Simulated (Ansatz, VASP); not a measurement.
## TaN in VASP and in Ansatz

INCAR

```
PREC = Accurate ; ENCUT = 520
EDIFF = 1E-8 ; ISMEAR = -1
SIGMA = 0.02 ; LREAL = False
LASPH = True ; NELM = 120
ALGO = Normal ; ISIF = 2
LWAVE = False ; LCHARG = False
GGA = PS ; LEFG = True
NBANDS = 15 ; GGA_COMPAT = False
```

The input KPOINTS:

```
Automatic mesh
0
Gamma
  9 9 9
```

Contents of POSCAR:

```
TaN
1.0
    0.0000000000      2.1862392558      2.1862392558
    2.1862392558      0.0000000000      2.1862392558
    2.1862392558      2.1862392558      0.0000000000
Ta N
1 1
Direct
    0.5000000000      0.5000000000      0.5000000000
    0.0000000000      0.0000000000      0.0000000000
```

Input for Ansatz:

```yaml
crystal:
  lattice:
    - [0.0, 2.1862392558, 2.1862392558]
    - [2.1862392558, 0.0, 2.1862392558]
    - [2.1862392558, 2.1862392558, 0.0]
  atoms:
    - { symbol: Ta, position: [0.5, 0.5, 0.5] }
    - { symbol: "N", position: [0.0, 0.0, 0.0] }
kpoints:
  mp_grid: { grid: [9, 9, 9] }
scf:
  occupations: { method: fermi_dirac, width: 0.02 }
hamiltonian:
  xc: pbesol
  pseudopotentials: { kind: all_electron, datasets: crystal }
output:
  forces: true
  stress: true
  eigenvalues: true
  efg: { contact_densities: true }
```

Change from the starting cell: volume scaled by 1.01, crystal datasets.

Alike in both runs: task electric field gradients; functional PBEsol; k mesh 9 × 9 × 9; occupations fermi-dirac, width 0.02 eV; no spin polarisation.

|  | VASP | Ansatz |
| --- | --- | --- |
| version | VASP 6.6.1 | Ansatz 0.2.0 |
| potentials or method | VASP PAW PBE potentials, release 64 (Ta_pv, N), cutoff 520 eV | all-electron PAW with datasets made for the crystal, scalar-relativistic |

VASP gave:

| Property | Result |
| --- | --- |
| pressure (GPa) | 1.7 |

Q: Estimate Ansatz's values.

A: Pressure (GPa): 0.7.

VASP's potentials were made for PBE, not for PBEsol. Ansatz ran all-electron here, and VASP with PAW potentials.

Spin-orbit coupling is off throughout.
